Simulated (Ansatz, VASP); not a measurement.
**SnSe2: VASP beside Ansatz**

File POSCAR:

```
SnSe2
1.0
    3.8110000000      0.0000000000      0.0000000000
   -1.9055000000      3.3004228138      0.0000000000
    0.0000000000      0.0000000000      6.1360000000
Sn Se
1 2
Direct
    0.0000000000      0.0000000000      0.0000000000
    0.6666666667      0.3333333333      0.7510000000
    0.3333333333      0.6666666667      0.2490000000
```

File INCAR.step1:

```
PREC = Accurate
ENCUT = 520
ISMEAR = -1
SIGMA = 0.05
LREAL = F
LASPH = T
NELM = 60
NBANDS = 20
GGA = PE
ALGO = Normal
EDIFF = 1E-4
LWAVE = T
LCHARG = F
```

Contents of INCAR.step2:

```
PREC = Accurate
ENCUT = 520
EDIFF = 1E-6
ISMEAR = -1
SIGMA = 0.05
LREAL = F
LASPH = T
NELM = 60
ALGO = Normal
ISIF = 2
LWAVE = F
LCHARG = F
METAGGA = R2SCAN
LMIXTAU = T
NBANDS = 20
ISTART = 1
```

KPOINTS

```
Automatic mesh
0
Gamma
  5 5 3
```

input.yaml

```yaml
crystal:
  lattice:
    - [3.811, 0.0, 0.0]
    - [-1.9055, 3.3004228138, 0.0]
    - [0.0, 0.0, 6.136]
  atoms:
    - { symbol: Sn, position: [0.0, 0.0, 0.0] }
    - { symbol: Se, position: [0.6666666667, 0.3333333333, 0.751] }
    - { symbol: Se, position: [0.3333333333, 0.6666666667, 0.249] }
hamiltonian:
  xc: r2scan
  pseudopotentials: { kind: paw }
kpoints:
  mp_grid: { grid: [5, 5, 3] }
scf:
  occupations: { method: fermi_dirac, width: 0.05 }
  n_extra_bands: 7
output:
  forces: true
  stress: true
  eigenvalues: true
  dos: { projected: true, de: 0.05, nscf_kmesh: { grid: [8, 8, 5] } }
```

Alike in both runs: functional r2SCAN; k mesh 5 × 5 × 3; occupations fermi-dirac, width 0.05 eV; no spin polarisation.

```csv
,VASP,Ansatz
version,VASP 6.6.1,Ansatz 0.2.0
potentials or method,"VASP PAW PBE potentials, release 64 (Sn_d, Se)",Ansatz PAW
plane-wave cutoff (eV),520,500
valence electrons in the cell,26,46
task,single point,projected density of states
```

VASP gave:

| Quantity | Value |
| --- | --- |
| gap on the k mesh at the Fermi level (eV) | 1.09 |
| least direct gap on the mesh (eV) | 1.53 |
| pressure (GPa) | 3.7 |
| traceless stress, the component that is largest in VASP (GPa) | 0.80 |
| rms of the force components (eV/Å) | 0.235 |

**Question.** What did Ansatz give for the same quantities?

**Answer.** gap on the k mesh at the Fermi level (eV): 1.09; least direct gap on the mesh (eV): 1.54; pressure (GPa): 3.7; traceless stress, the component that is largest in VASP (GPa): 0.81; rms of the force components (eV/Å): 0.227.

VASP's potentials were made for PBE, not for r2SCAN. Atom by atom the forces differ by 0.007 eV/Å (rms over components). The functional is the same, so the differences come from potentials, cutoffs and numerics. VASP's potentials hold 26 valence electrons a cell and Ansatz's 46, so a difference there can come from the potentials and not from the codes.

Noted on Ansatz's run: odd divisions of the mesh miss points on the zone boundary, where band edges often lie, so the gap on the mesh can be too wide.
